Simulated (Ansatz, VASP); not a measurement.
**Bi3F: VASP beside Ansatz**

File INCAR:

```
SYSTEM = Bi3F
  ALGO = Normal
  EDIFF = 1E-7
  EDIFFG = -0.04
  ENCUT = 600
  GGA = PE
  IBRION = 2
  ISIF = 3
  ISMEAR = 0
  LASPH = .TRUE.
  LCHARG = .FALSE.
  LREAL = .FALSE.
  LWAVE = .FALSE.
  NELM = 60
  NSW = 90
  PREC = Accurate
  SIGMA = 0.1
```

Contents of KPOINTS:

```
k-points
0
G
  6 6 2
  0 0 0
```

POSCAR

```
Bi3F
1.0
    1.9040380500     -2.6019045500      0.0000000000
    1.9040380500      2.6019045500      0.0000000000
    0.0000000000      0.0000000000     10.5430880300
Bi F
3 1
Direct
    0.5000000000      0.5000000000      0.7427139900
    0.0000000000      0.0000000000      0.5000000000
    0.5000000000      0.5000000000      0.2572860100
    0.0000000000      0.0000000000      0.0000000000
```

Input for Ansatz:

```yaml
crystal:
  lattice:
    - [1.90403805, -2.60190455, 0.0]
    - [1.90403805, 2.60190455, 0.0]
    - [0.0, 0.0, 10.54308803]
  atoms:
    - { symbol: Bi, position: [0.5, 0.5, 0.74271399] }
    - { symbol: Bi, position: [0.0, 0.0, 0.5] }
    - { symbol: Bi, position: [0.5, 0.5, 0.25728601] }
    - { symbol: F, position: [0.0, 0.0, 0.0] }
basis:
  ecutwfc: 420
kpoints:
  mp_grid: { grid: [6, 6, 2] }
hamiltonian:
  xc: pbe
scf:
  occupations: { method: gaussian, width: 0.1 }
  lower_state_search: "off"
output:
  forces: true
  stress: true
  eigenvalues: true
relax:
  adjacent_minimum: "off"
  f_tol: 0.04
  max_steps: 70
  cell: { stress_tol: 0.4 }
```

Change from the starting cell: species swapped into the ZnFe3 type (Cmmm, No. 65).

Alike in both runs: task relaxation of cell and atoms; functional PBE; k mesh 6 × 6 × 2; occupations gaussian, width 0.1 eV; no spin polarisation.

```csv
,VASP,Ansatz
version,VASP 6.6.1,Ansatz 0.2.0
potentials or method,"VASP PAW PBE potentials, release 64 (Bi_d, F), cutoff 600 eV","scalar-relativistic, plane waves, PAW"
valence electrons in the cell,52,52
```

|  | VASP | Ansatz | Ansatz less VASP |
| --- | --- | --- | --- |
| gap on the k mesh at the Fermi level, each at its own relaxed structure (eV) | none | none | - |
| relaxed volume (Å³/atom) | 26.20 | 26.18 | -0.018 |
| relaxed cell length with the largest relative difference (Å) | 3.496 | 3.500 | +0.0038 |

A gap of «none» marks a metal or a gap that the smearing closes.

Neither program's run includes spin-orbit coupling.
